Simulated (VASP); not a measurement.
# CrO2 (P4_2/mnm) in VASP: single point with PBE

Aim: the single point of CrO2 with PBE.

All numbers are computed with VASP 6.6.1; they aren't measurements. Logs are shortened: lines on timing, memory, paths and dates and some standing lists are left out, and cuts for length are marked.

## Step 1: The cell of the first run

Symmetry: P4_2/mnm, No. 136, tetragonal system. The conventional cell has a = 4.444 Å, b = 4.444 Å, c = 2.922 Å, α = 90.00°, β = 90.00°, γ = 90.00°. Cr (site symmetry mmm) has 6 O at 1.91 Å within 2.5 Å. O (site symmetry m2m) has 3 Cr at 1.91 Å and 1 O at 2.47 Å within 2.5 Å.

## Step 2: Single point, PBE

INCAR

```
PREC = Accurate ; ENCUT = 520
EDIFF = 1E-6 ; ISMEAR = 0
SIGMA = 0.05 ; LREAL = F
LASPH = T ; NELM = 60
ALGO = Normal ; ISIF = 2
LWAVE = F ; LCHARG = T
GGA = PE ; LELF = T
LVHAR = T ; NBANDS = 33
```

KPOINTS

```
regular mesh
0
Gamma
  6 6 10
```

POSCAR

```
CrO2
1.0
    4.4439090576      0.0000000000      0.0000000000
    0.0000000000      4.4439090576      0.0000000000
    0.0000000000      0.0000000000      2.9217460561
Cr O
2 4
Direct
    0.0000000000      0.0000000000      0.0000000000
    0.5000000000      0.5000000000      0.5000000000
    0.3036626104      0.3036626104      0.0000000000
    0.1963373896      0.8036626104      0.5000000000
    0.6963373896      0.6963373896      0.0000000000
    0.8036626104      0.1963373896      0.5000000000
```

Potentials or basis: VASP PAW PBE potentials, release 64 (Cr_pv, O).

Launch:

```
$ cat potpaw_PBE.64/Cr_pv/POTCAR potpaw_PBE.64/O/POTCAR > POTCAR
$ mpirun -np 1 vasp_std > vasp.out
```

OUTCAR:

```text
PREC = Accurate
   ENCUT = 520
   EDIFF = 1E-6
   ISMEAR = 0
   LREAL = F
   LASPH = T
   NELM = 60
   ISIF = 2
   GGA = PE

 ion  position               nearest neighbor table
   1  0.000  0.000  0.000-   3 1.91   5 1.91   4 1.91   6 1.91   4 1.91   6 1.91
   2  0.500  0.500  0.500-   4 1.91   6 1.91   5 1.91   3 1.91   3 1.91   5 1.91
   3  0.304  0.304  0.000-   1 1.91   2 1.91   2 1.91
   4  0.196  0.804  0.500-   2 1.91   1 1.91   1 1.91
   5  0.696  0.696  0.000-   1 1.91   2 1.91   2 1.91
   6  0.804  0.196  0.500-   2 1.91   1 1.91   1 1.91

  LATTYP: Found a simple tetragonal cell.
 ALAT       =     4.4439090576
 C/A-ratio  =     0.6574720630

  Lattice vectors:

 A1 = (   4.4439090576,   0.0000000000,   0.0000000000)
 A2 = (   0.0000000000,   4.4439090576,   0.0000000000)
 A3 = (   0.0000000000,   0.0000000000,   2.9217460561)

Analysis of symmetry for initial positions (statically):
=====================================================================
 Subroutine PRICEL returns:
 Original cell was already a primitive cell.

 Routine SETGRP: Setting up the symmetry group for a
 simple tetragonal supercell.

 Subroutine GETGRP returns: Found 16 space group operations
 (whereof  8 operations were pure point group operations)
 out of a pool of 16 trial point group operations.

The static configuration has the point symmetry D_2h.
 The point group associated with its full space group is D_4h.

Analysis of symmetry for dynamics (positions and initial velocities):
=====================================================================
 Subroutine PRICEL returns:
 Original cell was already a primitive cell.

 Routine SETGRP: Setting up the symmetry group for a
 simple tetragonal supercell.

 Subroutine GETGRP returns: Found 16 space group operations
 (whereof  8 operations were pure point group operations)
 out of a pool of 16 trial point group operations.

The dynamic configuration has the point symmetry D_2h.
 The point group associated with its full space group is D_4h.

 Subroutine INISYM returns: Found 16 space group operations
 (whereof  8 operations are pure point group operations),
 and found     1 'primitive' translations

----------------------------------------------------------------------------------------

                                     Primitive cell

  volume of cell :      57.6996

  direct lattice vectors                    reciprocal lattice vectors
     4.443909058  0.000000000  0.000000000     0.225027107  0.000000000  0.000000000
     0.000000000  4.443909058  0.000000000     0.000000000  0.225027107  0.000000000
     0.000000000  0.000000000  2.921746056     0.000000000  0.000000000  0.342261093

  length of vectors
     4.443909058  4.443909058  2.921746056     0.225027107  0.225027107  0.342261093

  position of ions in fractional coordinates (direct lattice)
     0.000000000  0.000000000  0.000000000
     0.500000000  0.500000000  0.500000000
     0.303662610  0.303662610  0.000000000
     0.196337390  0.803662610  0.500000000
     0.696337390  0.696337390  0.000000000
     0.803662610  0.196337390  0.500000000

  ion indices of the primitive-cell ions
   primitive index   ion index
                 1           1
                 2           2
                 3           3
                 4           4
                 5           5
                 6           6

----------------------------------------------------------------------------------------

 KPOINTS: regular mesh

Automatic generation of k-mesh.
 Grid dimensions read from file:
 generate k-points for:    6    6   10

 Generating k-lattice:

  Cartesian coordinates                     Fractional coordinates (reciprocal lattice)
     0.037504518  0.000000000  0.000000000     0.166666667  0.000000000  0.000000000
     0.000000000  0.037504518  0.000000000     0.000000000  0.166666667  0.000000000
     0.000000000  0.000000000  0.034226109     0.000000000  0.000000000  0.100000000

  Length of vectors
     0.037504518  0.037504518  0.034226109

  Shift w.r.t. Gamma in fractional coordinates (k-lattice)
     0.000000000  0.000000000  0.000000000

 Subroutine IBZKPT returns following result:
 ===========================================

 Found     60 irreducible k-points:

 Following reciprocal coordinates:
            Coordinates               Weight
  0.000000  0.000000  0.000000      1.000000
  0.166667  0.000000  0.000000      4.000000
  0.333333  0.000000  0.000000      4.000000
  0.500000  0.000000  0.000000      2.000000
  0.166667  0.166667  0.000000      4.000000
  0.333333  0.166667  0.000000      8.000000
[... 16 lines left out ...]
  0.333333  0.000000  0.200000      8.000000
  0.500000  0.000000  0.200000      4.000000
 [... further k-points ...]
   k-points           NKPTS =     60   k-points in BZ     NKDIM =     60   number of bands    NBANDS=     33
   number of dos      NEDOS =    301   number of ions     NIONS =      6
   total plane-waves  NPLWV =  31104
   dimension x,y,z NGX =    36 NGY =   36 NGZ =   24
   dimension x,y,z NGXF=    72 NGYF=   72 NGZF=   48
   ions per type =               2   4
   NGX,Y,Z   is equivalent  to a cutoff of  13.47, 13.47, 13.66 a.u.
   NGXF,Y,Z  is equivalent  to a cutoff of  26.94, 26.94, 27.31 a.u.
 SYSTEM =  unknown system
   PREC   = accura    normal or accurate (medium, high low for compatibility)
   ISTART =      0    job   : 0-new  1-cont  2-samecut
   ICHARG =      2    charge: 1-file 2-atom 10-const
   ISPIN  =      1    spin polarized calculation?
   LNONCOLLINEAR =      F non collinear calculations
   LSORBIT =      F    spin-orbit coupling
   LASPH  =      T    aspherical Exc in radial PAW
   ENCUT  =  520.0 eV  38.22 Ry    6.18 a.u.   8.26  8.26  5.43*2*pi/ulx,y,z
   NELM   =     60;   NELMIN=  2; NELMDL= -5     # of ELM steps
   EDIFF  = 0.1E-05   stopping-criterion for ELM
   LREAL  =      F    real-space projection
   EDIFFG = 0.1E-04   stopping-criterion for IOM
   NSW    =      0    number of steps for IOM
   IBRION =     -1    ionic relax: 0-MD 1-quasi-New 2-CG
   NFREE  =      0    steps in history (QN), initial steepest desc. (CG)
   ISIF   =      2    stress and relaxation
   ISYM   =      2    0-nonsym 1-usesym 2-fastsym
   POTIM  = 0.5000    time-step for ionic-motion
   TEBEG  =    0.0;   TEEND  =   0.0 temperature during run
   PSTRESS=    0.0 pullay stress
   NELECT =      48.0000    total number of electrons
   NUPDOWN=      -1.0000    fix difference up-down
   EMIN   =  10.00;   EMAX   =-10.00  energy-range for DOS
   EFERMI =   0.00;   METHOD = LEGACY
   ISMEAR =     0;   SIGMA  =   0.05  broadening in eV -4-tet -1-fermi 0-gaus
   EFERMI_NEDOS =   21; number of points for ismear=-14 and -15
   IALGO  =     38    algorithm
   IMIX   =      4    mixing-type and parameters
     AMIX     =   0.40;   BMIX     =  1.00
     AMIX_MAG =   1.60;   BMIX_MAG =  1.00
  volume/ion in A,a.u.               =       9.62        64.90
  Fermi-wavevector in a.u.,A,eV,Ry     =   1.539682  2.909577 32.254244  2.370620
  Thomas-Fermi vector in A             =   2.645875
   LORBIT       =      0    0 simple, 1 ext, 2 COOP (PROOUT), +10 PAW based schemes
   GGA     = PE    functional components
   LHFCALC =     F    Hartree Fock is set to
   AEXX    =    0.0000 exact exchange contribution
   IVDW    =     0    specifies the selected vdW correction
   LEPSILON=     F    determine dielectric tensor
   LRPA    =     F    only Hartree local field effects (RPA)
 non-spin polarized calculation
 Gauss-broadening in eV      SIGMA  =   0.05
  energy-cutoff  :      520.00
  volume of cell :       57.70
 maximum number of plane-waves:      1576
 NGX is ok and might be reduce to    36
   NGX = 17   NGY = 17   NGZ = 11

 number of electron      48.0000004 magnetization

 Free energy of the ion-electron system (eV)
  ---------------------------------------------------
  ext. energy  EPLUGINS =         0.00000000
  ---------------------------------------------------
  free energy    TOTEN  =       -49.06595791 eV

  energy without entropy =      -49.05697127  energy(sigma->0) =      -49.06146459

 E-fermi :   5.7933     XC(G=0): -11.8744

 val. band max:        5.7927756839   @ k =   0.1667   0.1667   0.4000
 cond. band min:       5.7946319344   @ k =   0.3333   0.1667   0.1000
 fundamental gap:      0.0018562505
 Fermi energy:         5.7932951529

 k-point     1 :       0.0000    0.0000    0.0000
  band No.  band energies     occupation
      1     -38.4004      2.00000
      2     -38.3864      2.00000
      3     -38.3336      2.00000
      4     -38.3336      2.00000
      5     -38.2808      2.00000
      6     -38.2808      2.00000
[... 25 lines left out ...]
     32      10.5662      0.00000
     33      11.6151      0.00000

 k-point     2 :       0.1667    0.0000    0.0000
  band No.  band energies     occupation
      1     -38.3994      2.00000
      2     -38.3873      2.00000
      3     -38.3306      2.00000
      4     -38.3304      2.00000
      5     -38.2842      2.00000
      6     -38.2840      2.00000
[... 25 lines left out ...]
     32      10.4104      0.00000
     33      11.6160      0.00000

 k-point     3 :       0.3333    0.0000    0.0000
  band No.  band energies     occupation
      1     -38.3969      2.00000
      2     -38.3899      2.00000
      3     -38.3227      2.00000
      4     -38.3221      2.00000
      5     -38.2929      2.00000
      6     -38.2924      2.00000
[... 25 lines left out ...]
     32       9.9414      0.00000
     33      11.6172      0.00000

 k-point     4 :       0.5000    0.0000    0.0000
  band No.  band energies     occupation
      1     -38.3934      2.00000
      2     -38.3934      2.00000
      3     -38.3155      2.00000
      4     -38.3155      2.00000
      5     -38.2997      2.00000
      6     -38.2997      2.00000
[... 673 lines left out ...]
     32      10.0571      0.00000
     33      11.6176      0.00000

 k-point    23 :       0.3333    0.0000    0.2000
  band No.  band energies     occupation
      1     -38.4545      2.00000
      2     -38.4490      2.00000
      3     -38.3112      2.00000
      4     -38.3112      2.00000
      5     -38.2884      2.00000
      6     -38.2884      2.00000
[... 25 lines left out ...]
     32       9.9731      0.00000
     33      11.6178      0.00000

 k-point    24 :       0.5000    0.0000    0.2000
  band No.  band energies     occupation
      1     -38.4520      2.00000
      2     -38.4520      2.00000
      3     -38.3050      2.00000
      4     -38.3050      2.00000
      5     -38.2946      2.00000
      6     -38.2946      2.00000
[... 25 lines left out ...]
     32       9.5879      0.00000
     33      11.6182      0.00000

 [... further k-points ...]

------------------------ aborting loop because EDIFF is reached ----------------------------------------

  FORCE on cell =-STRESS in cart. coord.  units (eV):
  Direction    XX          YY          ZZ          XY          YZ          ZX
  --------------------------------------------------------------------------------------
  -------------------------------------------------------------------------------------
  Total        0.0515537      0.0515537     -7.2759710     -0.0000000      0.0000000      0.0000000
  in kB        1.4315216      1.4315216   -202.0359959     -0.0000000      0.0000000      0.0000000
  external PRESSURE =     -66.3909842 kB  Pullay stress =       0.0000000 kB

 VOLUME and BASIS-vectors are now :
 -----------------------------------------------------------------------------
  energy-cutoff  :      520.00
  volume of cell :       57.70
      direct lattice vectors                 reciprocal lattice vectors
     4.443909058  0.000000000  0.000000000     0.225027107  0.000000000  0.000000000
     0.000000000  4.443909058  0.000000000     0.000000000  0.225027107  0.000000000
     0.000000000  0.000000000  2.921746056     0.000000000  0.000000000  0.342261093

 POSITION                                       TOTAL-FORCE (eV/Angst)
 -----------------------------------------------------------------------------------
      0.00000      0.00000      0.00000        -0.000000     -0.000000      0.000000
      2.22195      2.22195      1.46087        -0.000000     -0.000000      0.000000
      1.34945      1.34945      0.00000        -0.389847     -0.389847     -0.000000
      0.87251      3.57140      1.46087         0.389847     -0.389847     -0.000000
      3.09446      3.09446      0.00000         0.389847      0.389847      0.000000
      3.57140      0.87251      1.46087        -0.389847      0.389847      0.000000
 -----------------------------------------------------------------------------------
    total drift:                                0.000000      0.000000     -0.000000

  FREE ENERGIE OF THE ION-ELECTRON SYSTEM (eV)
  ---------------------------------------------------
  free  energy   TOTEN  =       -49.0659579129 eV

  energy  without entropy=      -49.0569712749  energy(sigma->0) =      -49.06146459
```

Run time: 2.4 min. Hardware: 1 thread of Intel Xeon 8259CL, shared host; peak memory 0.23 GiB.

What came out:

| Item | Value |
| --- | --- |
| Free energy | -49.0660 eV |
| Pressure | -6.6 GPa |
| Largest force | 0.551 eV/Å |
| Band gap on the k mesh | zero (bands 24 and 25 overlap by 0.58 eV) |

Forces in eV/Å, atoms in the order of the input:
```
Cr   0.000  0.000  0.000
Cr   0.000  0.000  0.000
O   -0.390 -0.390  0.000
O    0.390 -0.390  0.000
O    0.390  0.390  0.000
O   -0.390  0.390  0.000
```

Stress tensor (GPa, compression positive):
```
  0.14   0.00   0.00
  0.00   0.14   0.00
  0.00   0.00 -20.20
```

Levels at points of the mesh, in eV from the Fermi level:
```
           k point  band 22  band 23  band 24  band 25  band 26  band 27
(0.00, 0.00, 0.00)    -1.25    -0.75    -0.47    -0.39    -0.39    -0.32
(0.50, 0.00, 0.00)    -2.03    -0.09    -0.09     0.23     0.23     0.87
(0.50, 0.50, 0.00)    -2.48    -0.70    -0.70    -0.37    -0.37     1.24
(0.00, 0.00, 0.50)    -2.99     0.09     0.09     0.45     0.45     1.13
(0.50, 0.00, 0.50)    -2.33    -0.69    -0.69     0.10     0.10     1.31
(0.50, 0.50, 0.50)    -2.05     0.12     0.12     0.14     0.14     0.56
```

Caveat: the cell stands under tension; the run has no spin polarisation, though such a crystal can be magnetic; semilocal functionals often make such compounds metallic where correlation or magnetic order opens a gap, which also shifts bond lengths.
